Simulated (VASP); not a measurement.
# Rb (Cmce) in VASP: single point with PBE

Aim: the single point of Rb with PBE.

Everything below comes from runs of VASP 6.6.1. Logs are shortened: lines on timing, memory, paths and dates and some standing lists are left out, and cuts for length are marked.

## Step 1: The cell of the first run

Symmetry: Cmce, No. 64, orthorhombic system. Conventional cell: a = 7.268 Å, b = 6.768 Å, c = 14.863 Å, α = 90.00°, β = 90.00°, γ = 90.00°.

## Step 2: Single point, PBE

INCAR reads:

```
SYSTEM = Rb
PREC     = Accurate       ! precision mode
ENCUT    = 500            ! plane-wave cutoff, eV
EDIFF    = 1E-6           ! SCF threshold, eV
ISMEAR   = 0              ! smearing method
SIGMA    = 0.1            ! smearing width, eV
LREAL    = .FALSE.        ! projectors in reciprocal space
LASPH    = .TRUE.         ! aspherical terms in the spheres
NELM     = 120            ! most SCF steps
ALGO     = Normal         ! electronic algorithm
ISIF     = 2              ! what is computed and relaxed
LWAVE    = .FALSE.        ! write WAVECAR
LCHARG   = .TRUE.         ! write CHGCAR
GGA      = PE             ! functional
LELF     = .TRUE.         ! ELF
LVHAR    = .TRUE.       
NBANDS   = 26             ! bands
GGA_COMPAT= .FALSE.
```

KPOINTS reads:

```
Automatic mesh
0
G
  10 10 4
  0 0 0
```

POSCAR reads:

```
Rb
1.0
    3.6341536480     -3.3840102741      0.0000000000
    3.6341536480      3.3840102741      0.0000000000
    0.0000000000      0.0000000000     14.8633176961
Rb
4
Direct
    0.7491713469      0.2508286531      0.1251538617
    0.7508286531      0.2491713469      0.6251538617
    0.2508286531      0.7491713469      0.8748461383
    0.2491713469      0.7508286531      0.3748461383
```

Potentials or basis: VASP PAW PBE potentials, release 64 (Rb_sv).

Run with:

```bash
cat potpaw_PBE.64/Rb_sv/POTCAR > POTCAR
mpirun -np 1 vasp_std > vasp.out
```

OUTCAR:

```text
SYSTEM = Rb
   PREC = Accurate
   ENCUT = 500
   EDIFF = 1E-6
   ISMEAR = 0
   LREAL = .FALSE.
   LASPH = .TRUE.
   NELM = 120
   ISIF = 2
   GGA = PE

 ion  position               nearest neighbor table
   1  0.749  0.251  0.125-   3 5.02   4 5.02   4 5.02   3 5.04   4 5.19   4 5.19   3 5.20   3 5.20

   2  0.751  0.249  0.625-   4 5.02   3 5.02   3 5.02   4 5.04   3 5.19   3 5.19   4 5.20   4 5.20

   3  0.251  0.749  0.875-   1 5.02   2 5.02   2 5.02   1 5.04   2 5.19   2 5.19   1 5.20   1 5.20

   4  0.249  0.751  0.375-   2 5.02   1 5.02   1 5.02   2 5.04   1 5.19   1 5.19   2 5.20   2 5.20

  LATTYP: Found a base centered orthorhombic cell.
 ALAT       =     6.7680205482
 B/A-ratio  =     1.0739192123
 C/A-ratio  =     2.1961100133

  Lattice vectors:

 A1 = (  -3.6341536480,  -3.3840102741,   0.0000000000)
 A2 = (   3.6341536480,  -3.3840102741,   0.0000000000)
 A3 = (   0.0000000000,   0.0000000000,  14.8633176961)

Analysis of symmetry for initial positions (statically):
=====================================================================
 Subroutine PRICEL returns:
 Original cell was already a primitive cell.

 Routine SETGRP: Setting up the symmetry group for a
 base centered orthorhombic supercell.

 Subroutine GETGRP returns: Found  8 space group operations
 (whereof  4 operations were pure point group operations)
 out of a pool of  8 trial point group operations.

The static configuration has the point symmetry C_2h.
 The point group associated with its full space group is D_2h.

Analysis of symmetry for dynamics (positions and initial velocities):
=====================================================================
 Subroutine PRICEL returns:
 Original cell was already a primitive cell.

 Routine SETGRP: Setting up the symmetry group for a
 base centered orthorhombic supercell.

 Subroutine GETGRP returns: Found  8 space group operations
 (whereof  4 operations were pure point group operations)
 out of a pool of  8 trial point group operations.

The dynamic configuration has the point symmetry C_2h.
 The point group associated with its full space group is D_2h.

 Subroutine INISYM returns: Found  8 space group operations
 (whereof  4 operations are pure point group operations),
 and found     1 'primitive' translations

----------------------------------------------------------------------------------------

                                     Primitive cell

  volume of cell :     365.5786

  direct lattice vectors                    reciprocal lattice vectors
     3.634153648 -3.384010274  0.000000000     0.137583616 -0.147753689  0.000000000
     3.634153648  3.384010274  0.000000000     0.137583616  0.147753689  0.000000000
     0.000000000  0.000000000 14.863317696     0.000000000  0.000000000  0.067279730

  length of vectors
     4.965742469  4.965742469 14.863317696     0.201892060  0.201892060  0.067279730

  position of ions in fractional coordinates (direct lattice)
     0.749171347  0.250828653  0.125153862
     0.750828653  0.249171347  0.625153862
     0.250828653  0.749171347  0.874846138
     0.249171347  0.750828653  0.374846138

  ion indices of the primitive-cell ions
   primitive index   ion index
                 1           1
                 2           2
                 3           3
                 4           4

----------------------------------------------------------------------------------------

 KPOINTS: Automatic mesh

Automatic generation of k-mesh.
 Grid dimensions read from file:
 generate k-points for:   10   10    4

 Generating k-lattice:

  Cartesian coordinates                     Fractional coordinates (reciprocal lattice)
     0.013758362 -0.014775369  0.000000000     0.100000000  0.000000000  0.000000000
     0.013758362  0.014775369  0.000000000     0.000000000  0.100000000  0.000000000
     0.000000000  0.000000000  0.016819932     0.000000000  0.000000000  0.250000000

  Length of vectors
     0.020189206  0.020189206  0.016819932

  Shift w.r.t. Gamma in fractional coordinates (k-lattice)
     0.000000000  0.000000000  0.000000000

 Subroutine IBZKPT returns following result:
 ===========================================

 Found     93 irreducible k-points:

 Following reciprocal coordinates:
            Coordinates               Weight
  0.000000  0.000000  0.000000      1.000000
  0.100000  0.000000  0.000000      4.000000
  0.200000  0.000000  0.000000      4.000000
  0.300000  0.000000  0.000000      4.000000
  0.400000  0.000000  0.000000      4.000000
  0.500000 -0.000000  0.000000      2.000000
[... 16 lines left out ...]
  0.300000  0.300000  0.000000      2.000000
  0.400000  0.300000  0.000000      4.000000
 [... further k-points ...]
   k-points           NKPTS =     93   k-points in BZ     NKDIM =     93   number of bands    NBANDS=     26
   number of dos      NEDOS =    301   number of ions     NIONS =      4
   total plane-waves  NPLWV = 139968
   dimension x,y,z NGX =    36 NGY =   36 NGZ =  108
   dimension x,y,z NGXF=    72 NGYF=   72 NGZF=  216
   ions per type =               4
   NGX,Y,Z   is equivalent  to a cutoff of  12.05, 12.05, 12.08 a.u.
   NGXF,Y,Z  is equivalent  to a cutoff of  24.10, 24.10, 24.16 a.u.
 SYSTEM =  Rb
   PREC   = accura    normal or accurate (medium, high low for compatibility)
   ISTART =      0    job   : 0-new  1-cont  2-samecut
   ICHARG =      2    charge: 1-file 2-atom 10-const
   ISPIN  =      1    spin polarized calculation?
   LNONCOLLINEAR =      F non collinear calculations
   LSORBIT =      F    spin-orbit coupling
   LASPH  =      T    aspherical Exc in radial PAW
   ENCUT  =  500.0 eV  36.75 Ry    6.06 a.u.   9.05  9.05 27.10*2*pi/ulx,y,z
   NELM   =    120;   NELMIN=  2; NELMDL= -5     # of ELM steps
   EDIFF  = 0.1E-05   stopping-criterion for ELM
   LREAL  =      F    real-space projection
   EDIFFG = 0.1E-04   stopping-criterion for IOM
   NSW    =      0    number of steps for IOM
   IBRION =     -1    ionic relax: 0-MD 1-quasi-New 2-CG
   NFREE  =      0    steps in history (QN), initial steepest desc. (CG)
   ISIF   =      2    stress and relaxation
   ISYM   =      2    0-nonsym 1-usesym 2-fastsym
   POTIM  = 0.5000    time-step for ionic-motion
   TEBEG  =    0.0;   TEEND  =   0.0 temperature during run
   PSTRESS=    0.0 pullay stress
   NELECT =      36.0000    total number of electrons
   NUPDOWN=      -1.0000    fix difference up-down
   EMIN   =  10.00;   EMAX   =-10.00  energy-range for DOS
   EFERMI =   0.00;   METHOD = LEGACY
   ISMEAR =     0;   SIGMA  =   0.10  broadening in eV -4-tet -1-fermi 0-gaus
   EFERMI_NEDOS =   21; number of points for ismear=-14 and -15
   IALGO  =     38    algorithm
   IMIX   =      4    mixing-type and parameters
     AMIX     =   0.40;   BMIX     =  1.00
     AMIX_MAG =   1.60;   BMIX_MAG =  1.00
  volume/ion in A,a.u.               =      91.39       616.76
  Fermi-wavevector in a.u.,A,eV,Ry     =   0.755989  1.428612  7.775991  0.571519
  Thomas-Fermi vector in A             =   1.854008
   LORBIT       =      0    0 simple, 1 ext, 2 COOP (PROOUT), +10 PAW based schemes
   GGA     = PE    functional components
   LHFCALC =     F    Hartree Fock is set to
   AEXX    =    0.0000 exact exchange contribution
   IVDW    =     0    specifies the selected vdW correction
   LEPSILON=     F    determine dielectric tensor
   LRPA    =     F    only Hartree local field effects (RPA)
 non-spin polarized calculation
 Gauss-broadening in eV      SIGMA  =   0.10
  energy-cutoff  :      500.00
  volume of cell :      365.58
 maximum number of plane-waves:      9348
   NGX = 19   NGY = 19   NGZ = 55

 number of electron      35.9999999 magnetization

 Free energy of the ion-electron system (eV)
  ---------------------------------------------------
  ext. energy  EPLUGINS =         0.00000000
  ---------------------------------------------------
  free energy    TOTEN  =        -3.75199118 eV

  energy without entropy =       -3.73326796  energy(sigma->0) =       -3.74262957

 E-fermi :  -0.0038     XC(G=0):  -5.4552

 val. band max:       -0.0341972054   @ k =   0.5000   0.2000   0.2500
 cond. band min:       0.0006182606   @ k =   0.2000   0.0000   0.5000
 fundamental gap:      0.0348154660
 Fermi energy:        -0.0038441311

 k-point     1 :       0.0000    0.0000    0.0000
  band No.  band energies     occupation
      1     -28.8992      2.00000
      2     -28.8971      2.00000
      3     -28.8971      2.00000
      4     -28.8949      2.00000
      5     -13.0291      2.00000
      6     -12.9875      2.00000
[... 18 lines left out ...]
     25       2.8698      0.00000
     26       2.8791      0.00000

 k-point     2 :       0.1000    0.0000    0.0000
  band No.  band energies     occupation
      1     -28.8990      2.00000
      2     -28.8969      2.00000
      3     -28.8969      2.00000
      4     -28.8949      2.00000
      5     -13.0265      2.00000
      6     -12.9910      2.00000
[... 18 lines left out ...]
     25       2.8463      0.00000
     26       2.8544      0.00000

 k-point     3 :       0.2000    0.0000    0.0000
  band No.  band energies     occupation
      1     -28.8983      2.00000
      2     -28.8965      2.00000
      3     -28.8965      2.00000
      4     -28.8948      2.00000
      5     -13.0189      2.00000
      6     -13.0020      2.00000
[... 18 lines left out ...]
     25       2.9069      0.00000
     26       2.9580      0.00000

 k-point     4 :       0.3000    0.0000    0.0000
  band No.  band energies     occupation
      1     -28.8973      2.00000
      2     -28.8960      2.00000
      3     -28.8960      2.00000
      4     -28.8948      2.00000
      5     -13.0178      2.00000
      6     -13.0177      2.00000
[... 18 lines left out ...]
     25       2.4777      0.00000
     26       3.0251      0.00000
[... 496 lines left out ...]
      1     -28.8972      2.00000
      2     -28.8960      2.00000
      3     -28.8960      2.00000
      4     -28.8947      2.00000
      5     -13.0075      2.00000
      6     -13.0071      2.00000
[... 18 lines left out ...]
     25       2.4048      0.00000
     26       2.4076      0.00000

 k-point    23 :       0.3000    0.3000    0.0000
  band No.  band energies     occupation
      1     -28.8961      2.00000
      2     -28.8950      2.00000
      3     -28.8950      2.00000
      4     -28.8939      2.00000
      5     -13.0120      2.00000
      6     -13.0056      2.00000
[... 18 lines left out ...]
     25       2.0041      0.00000
     26       2.0061      0.00000

 k-point    24 :       0.4000    0.3000    0.0000
  band No.  band energies     occupation
      1     -28.8954      2.00000
      2     -28.8946      2.00000
      3     -28.8946      2.00000
      4     -28.8938      2.00000
      5     -13.0198      2.00000
      6     -13.0145      2.00000
[... 18 lines left out ...]
     25       2.0746      0.00000
     26       2.1972      0.00000

 [... further k-points ...]
[... 5 lines left out ...]
  --------------------------------------------------------------------------------------
  -------------------------------------------------------------------------------------
  Total        0.0052481      0.0551563     -0.0758009      0.0000000     -0.0000000      0.0000000
  in kB        0.0230001      0.2417270     -0.3322034      0.0000000     -0.0000000      0.0000000
  external PRESSURE =      -0.0224921 kB  Pullay stress =       0.0000000 kB

 VOLUME and BASIS-vectors are now :
 -----------------------------------------------------------------------------
  energy-cutoff  :      500.00
  volume of cell :      365.58
      direct lattice vectors                 reciprocal lattice vectors
     3.634153648 -3.384010274  0.000000000     0.137583616 -0.147753689  0.000000000
     3.634153648  3.384010274  0.000000000     0.137583616  0.147753689  0.000000000
     0.000000000  0.000000000 14.863317696     0.000000000  0.000000000  0.067279730

 POSITION                                       TOTAL-FORCE (eV/Angst)
 -----------------------------------------------------------------------------------
      3.63415     -1.68640      1.86020         0.000000     -0.000883     -0.001662
      3.63415     -1.69761      9.29186         0.000000      0.000883     -0.001662
      3.63415      1.68640     13.00312         0.000000      0.000883      0.001662
      3.63415      1.69761      5.57146         0.000000     -0.000883      0.001662
 -----------------------------------------------------------------------------------
    total drift:                                0.000000     -0.000000     -0.000000

  FREE ENERGIE OF THE ION-ELECTRON SYSTEM (eV)
  ---------------------------------------------------
  free  energy   TOTEN  =        -3.7519911795 eV

  energy  without entropy=       -3.7332679649  energy(sigma->0) =       -3.74262957
```

It took 4.6 min on 1 thread of Intel Xeon 6975P-C (Granite Rapids), shared host; peak memory 0.76 GiB.

Results:

```
Free energy            : -3.7520 eV
Pressure               : 0.0 GPa
Band gap on the k mesh : zero (bands 18 and 19 overlap by 1.99 eV)
```

Levels at points of the mesh, in eV from the Fermi level:
```
           k point  band 15  band 16  band 17  band 18  band 19  band 20  band 21  band 22
(0.00, 0.00, 0.00)   -12.94   -12.94    -1.96    -1.14    -1.14     0.51     1.18     1.95
(0.50, 0.00, 0.00)   -12.95   -12.95    -0.22    -0.22     0.15     0.15     0.67     0.67
(0.50, 0.50, 0.00)   -12.97   -12.96     0.58     0.81     1.16     1.16     1.31     1.44
(0.00, 0.00, 0.50)   -12.94   -12.94    -1.75    -1.75    -0.25    -0.25     1.89     1.89
(0.50, 0.00, 0.50)   -12.95   -12.95    -0.09    -0.09    -0.09    -0.09     1.12     1.12
(0.50, 0.50, 0.50)   -12.96   -12.96     0.78     0.78     0.98     0.98     1.34     1.34
```
